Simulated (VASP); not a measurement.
# SrO (Fm-3m) in VASP: notebook, part 2 of 2

VASP 6.6.1.

### 4 Single point, r2SCAN

Input file POSCAR:

```
SrO
1.0
    0.0000000000      2.5798927166      2.5798927166
    2.5798927166      0.0000000000      2.5798927166
    2.5798927166      2.5798927166      0.0000000000
Sr O
1 1
Direct
    0.5000000000      0.5000000000      0.5000000000
    0.0000000000      0.0000000000      0.0000000000
```

Input file INCAR.step1:

```
SYSTEM = SrO
ALGO = Normal
EDIFF = 1E-4
ENCUT = 520
GGA = PE
ISMEAR = 1
LASPH = .True.
LCHARG = .False.
LREAL = .False.
LWAVE = .True.
NBANDS = 15
NELM = 100
PREC = Accurate
SIGMA = 0.001
```

Input file INCAR.step2:

```
SYSTEM = SrO
ALGO = Normal
EDIFF = 1E-7
ENCUT = 520
ISIF = 2
ISMEAR = 1
ISTART = 1
LASPH = .True.
LCHARG = .True.
LELF = .True.
LMIXTAU = .True.
LREAL = .False.
LVHAR = .True.
LWAVE = .False.
METAGGA = R2SCAN
NBANDS = 15
NELM = 100
PREC = Accurate
SIGMA = 0.001
```

Input file KPOINTS:

```
k-points
0
Gamma
  6 6 6
  0 0 0
```

Potentials or basis: VASP PAW PBE potentials, release 64 (Sr_sv, O).

Started as:

```
cat potpaw_PBE.64/Sr_sv/POTCAR potpaw_PBE.64/O/POTCAR > POTCAR
cp INCAR.step1 INCAR
mpirun -np 1 vasp_std > vasp.out
cp INCAR.step2 INCAR
mpirun -np 1 vasp_std > vasp.out
```

OUTCAR:

```text
SYSTEM = SrO
   EDIFF = 1E-7
   ENCUT = 520
   ISIF = 2
   ISMEAR = 1
   ISTART = 1
   LASPH = .True.
   LREAL = .False.
   METAGGA = R2SCAN
   NELM = 100
   PREC = Accurate

 ion  position               nearest neighbor table
   1  0.500  0.500  0.500-   2 2.58   2 2.58   2 2.58   2 2.58   2 2.58   2 2.58
   2  0.000  0.000  0.000-   1 2.58   1 2.58   1 2.58   1 2.58   1 2.58   1 2.58

  LATTYP: Found a face centered cubic cell.
 ALAT       =     5.1597854332

  Lattice vectors:

 A1 = (   0.0000000000,   2.5798927166,   2.5798927166)
 A2 = (   2.5798927166,   0.0000000000,   2.5798927166)
 A3 = (   2.5798927166,   2.5798927166,   0.0000000000)

Analysis of symmetry for initial positions (statically):
=====================================================================
 Subroutine PRICEL returns:
 Original cell was already a primitive cell.

 Routine SETGRP: Setting up the symmetry group for a
 face centered cubic supercell.

 Subroutine GETGRP returns: Found 48 space group operations
[... 9 lines left out ...]

 Routine SETGRP: Setting up the symmetry group for a
 face centered cubic supercell.

 Subroutine GETGRP returns: Found 48 space group operations
[... 11 lines left out ...]
                                     Primitive cell

  volume of cell :      34.3427

  direct lattice vectors                    reciprocal lattice vectors
     0.000000000  2.579892717  2.579892717    -0.193806509  0.193806509  0.193806509
     2.579892717  0.000000000  2.579892717     0.193806509 -0.193806509  0.193806509
     2.579892717  2.579892717  0.000000000     0.193806509  0.193806509 -0.193806509

  length of vectors
     3.648519269  3.648519269  3.648519269     0.335682720  0.335682720  0.335682720

  position of ions in fractional coordinates (direct lattice)
     0.500000000  0.500000000  0.500000000
     0.000000000  0.000000000  0.000000000

  ion indices of the primitive-cell ions
   primitive index   ion index
                 1           1
                 2           2

----------------------------------------------------------------------------------------

[... 89 lines left out ...]
   LEPSILON=     F    determine dielectric tensor
   LRPA    =     F    only Hartree local field effects (RPA)
 non-spin polarized calculation
 Methfessel and Paxton  Order N= 1 SIGMA  =   0.00
  energy-cutoff  :      520.00
  volume of cell :       34.34
 maximum number of plane-waves:       941
   NGX = 13   NGY = 13   NGZ = 13

 number of electron      15.9999998 magnetization

 Free energy of the ion-electron system (eV)
  ---------------------------------------------------
  ext. energy  EPLUGINS =         0.00000000
  ---------------------------------------------------
  free energy    TOTEN  =       -27.05563357 eV

  energy without entropy =      -27.05563357  energy(sigma->0) =      -27.05563357

 E-fermi :   1.4160     XC(G=0): -10.5327

 val. band max:        1.2941271698   @ k =   0.0000   0.0000   0.0000
 cond. band min:       5.0416333243   @ k =   0.5000   0.5000   0.0000
 fundamental gap:      3.7475061545
 Fermi energy:         1.4160043657

 k-point     1 :       0.0000    0.0000    0.0000
  band No.  band energies     occupation
      1     -32.2154      2.00000
      2     -14.7212      2.00000
      3     -13.2492      2.00000
      4     -13.2492      2.00000
      5     -13.2492      2.00000
      6       1.2941      2.00000
      7       1.2941      2.00000
      8       1.2941      2.00000
      9       5.8762      0.00000
     10       8.0478      0.00000
     11       8.0478      0.00000
     12       8.0478      0.00000
     13      10.3455      0.00000
     14      10.3455      0.00000
[... 257 lines left out ...]
      2     -15.1764      2.00000
      3     -14.0240      2.00000
      4     -13.7438      2.00000
      5     -12.9543      2.00000
      6       0.4316      2.00000
      7       0.8266      2.00000
      8       0.9605      2.00000
      9       6.4261      0.00000
     10       9.4101      0.00000
     11      10.3807      0.00000
     12      12.9321      0.00000
     13      12.9761      0.00000
     14      15.2302      0.00000
     15      15.4468      0.00000

------------------------ aborting loop because EDIFF is reached ----------------------------------------

  FORCE on cell =-STRESS in cart. coord.  units (eV):
  Direction    XX          YY          ZZ          XY          YZ          ZX
  --------------------------------------------------------------------------------------
  -------------------------------------------------------------------------------------
  Total        0.1128675      0.1128675      0.1128675      0.0000000      0.0000000      0.0000000
  in kB        5.2655577      5.2655577      5.2655577      0.0000000      0.0000000      0.0000000
  external PRESSURE =       5.2655577 kB  Pullay stress =       0.0000000 kB

 VOLUME and BASIS-vectors are now :
 -----------------------------------------------------------------------------
  energy-cutoff  :      520.00
  volume of cell :       34.34
      direct lattice vectors                 reciprocal lattice vectors
     0.000000000  2.579892717  2.579892717    -0.193806509  0.193806509  0.193806509
     2.579892717  0.000000000  2.579892717     0.193806509 -0.193806509  0.193806509
     2.579892717  2.579892717  0.000000000     0.193806509  0.193806509 -0.193806509

 POSITION                                       TOTAL-FORCE (eV/Angst)
 -----------------------------------------------------------------------------------
      2.57989      2.57989      2.57989        -0.000000      0.000000      0.000000
      0.00000      0.00000      0.00000         0.000000     -0.000000     -0.000000
 -----------------------------------------------------------------------------------
    total drift:                                0.000000      0.000000      0.000000

  FREE ENERGIE OF THE ION-ELECTRON SYSTEM (eV)
  ---------------------------------------------------
  free  energy   TOTEN  =       -27.0556335683 eV

  energy  without entropy=      -27.0556335683  energy(sigma->0) =      -27.05563357
```

Run time: 34 s. Hardware: 1 thread of AMD EPYC 9R45 (Zen 5), shared host; peak memory 0.14 GiB.

Results:

```yaml
Free_energy: -27.0556 eV
Pressure: 0.5 GPa
Band_gap_on_the_k_mesh: 3.75 eV, indirect (least direct gap 3.84 eV)
```

Levels at points of the mesh, in eV from the valence-band top:
| k point | band 6 | band 7 | band 8 | band 9 | band 10 | band 11 |
| --- | --- | --- | --- | --- | --- | --- |
| (0.00, 0.00, 0.00) | 0.00 | 0.00 | 0.00 | 4.58 | 6.75 | 6.75 |
| (0.50, 0.00, 0.00) | -2.10 | -1.11 | -1.11 | 7.07 | 8.99 | 9.42 |
| (0.50, 0.50, 0.00) | -0.45 | -0.09 | -0.09 | 3.75 | 8.44 | 10.85 |

Caveat: the PAW data sets were made with another functional, which shifts forces and pressure a little. r2SCAN opens gaps a little over a GGA but as a rule still falls short of measured ones.

### 5 Single point, r2SCAN

POSCAR is that of step 4.

Input file INCAR.step1:

```
SYSTEM = SrO
ALGO = Normal ; EDIFF = 1E-4
ENCUT = 520 ; GGA = PE
ISMEAR = 0 ; ISYM = 0
LASPH = .TRUE. ; LCHARG = .FALSE.
LREAL = .FALSE. ; LWAVE = .TRUE.
NBANDS = 15 ; NELM = 100
PREC = Accurate ; SIGMA = 0.01
```

Input file INCAR.step2:

```
SYSTEM = SrO
ALGO = Normal ; EDIFF = 1E-7
ENCUT = 520 ; ISIF = 2
ISMEAR = 0 ; ISTART = 1
ISYM = 0 ; LASPH = .TRUE.
LCHARG = .TRUE. ; LELF = .TRUE.
LMIXTAU = .TRUE. ; LREAL = .FALSE.
LVHAR = .TRUE. ; LWAVE = .FALSE.
METAGGA = R2SCAN ; NBANDS = 15
NELM = 100 ; PREC = Accurate
SIGMA = 0.01
```

Input file KPOINTS:

```
k-points
0
G
  8 8 1
  0 0 0
```

Started as:

```
cat potpaw_PBE.64/Sr_sv/POTCAR potpaw_PBE.64/O/POTCAR > POTCAR
cp INCAR.step1 INCAR
mpirun -np 1 vasp_std > vasp.out
cp INCAR.step2 INCAR
mpirun -np 1 vasp_std > vasp.out
```

It took 56 s on 1 thread of AMD EPYC 9R45 (Zen 5), shared host; peak memory 0.14 GiB.

The run converged, but its numbers aren't listed here, since they failed a check.

Caveat: the k points lie up to 2.11 Å⁻¹ apart; the PAW data sets were made with another functional, which shifts forces and pressure a little.

### 6 Summary

| smearing | gap on the mesh (eV) | pressure (GPa) |
| --- | --- | --- |
| methfessel-paxton 0.05 eV | 3.75 | 0.5 |
| gaussian 0.001 eV | 3.75 | 0.5 |
| methfessel-paxton 0.001 eV | 3.75 | 0.5 |

Alike in all rows: task single point; level r2SCAN; potentials or basis VASP PAW PBE potentials, release 64 (Sr_sv, O); no spin polarisation; cell as given; k mesh 6 × 6 × 6; cutoff (eV) 520.

On the cell as given the gap runs from 3.75 eV (r2SCAN) to 3.75 eV (r2SCAN).

Caveats: the PAW data sets were made with another functional, which shifts forces and pressure a little.

Absolute energies hang on the potentials; compare differences alone.
